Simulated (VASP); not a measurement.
Runs of VASP 6.6.1 on BN (Qingsongite). The structure is that of space group F-43m (No. 216), or close to it. The cells are those of the table. 

```csv
cell,gap on the mesh (eV),pressure (GPa),largest force (eV/Å)
"a = 2.569 Å, angles 59.3°, 2 atoms",4.43,3.2,0.02
"a = 2.560 Å, angles 59.8°, 2 atoms",4.45,3.0,0.01
"a = 2.565 Å, angles 59.6°, 2 atoms",(b),3.1,0.02
"a = 2.548 Å, angles 60.4°, 2 atoms",4.43,3.1,0.03
"a = 2.543 Å, angles 60.7°, 2 atoms",(a),3.2,0.04
```

Alike in all rows: task single point; level PBE; potentials or basis VASP PAW PBE potentials, release 64 (B, N); no spin polarisation; k mesh 10 × 10 × 10; cutoff (eV) 600; smearing fermi-dirac 0.02 eV.

Task: Fill in the values left out.

Result: (a) 4.42; (b) 4.44.

A k mesh can miss the band edges.
